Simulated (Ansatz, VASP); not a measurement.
## Two plane-wave programs on Al2Cu

```
Al Cu
1.0
    -2.99651    2.99651    2.29310
     2.99651   -2.99651    2.29310
     2.99651    2.99651   -2.29310
Al Cu
4 2
Direct
  0.15932 0.65932 0.81864
  0.65932 0.84068 0.50000
  0.84068 0.34068 0.18136
  0.34068 0.15932 0.50000
  0.75000 0.75000 0.00000
  0.25000 0.25000 0.00000
```

Alike in both runs: task single point; functional PBEsol; k mesh 10 × 10 × 10; occupations gaussian, width 0.15 eV; no spin polarisation.

|  | VASP | Ansatz |
| --- | --- | --- |
| version | VASP 6.6.1 | Ansatz 0.2.0 |
| potentials or method | VASP PAW PBE potentials, release 64 (Al, Cu), cutoff 520 eV | scalar-relativistic, plane waves, PAW |
| valence electrons in the cell | 34 | 50 |

Ansatz gave:

- gap on the k mesh at the Fermi level (eV): none
- pressure (GPa): 6.6
- traceless stress, the component that is largest in VASP (GPa): 6.20
- rms of the force components (eV/Å): 0.098

Question: What did VASP give for the same quantities?

Answer: gap on the k mesh at the Fermi level (eV): none; pressure (GPa): 6.7; traceless stress, the component that is largest in VASP (GPa): 6.20; rms of the force components (eV/Å): 0.099.

VASP's potentials were made for PBE, not for PBEsol, and Ansatz warns of the same on its side. Atom by atom the forces differ by 0.001 eV/Å (rms over components). A gap of «none» marks a metal or a gap that the smearing closes. VASP's potentials hold 34 valence electrons a cell and Ansatz's 50, so a difference there can come from the potentials and not from the codes.
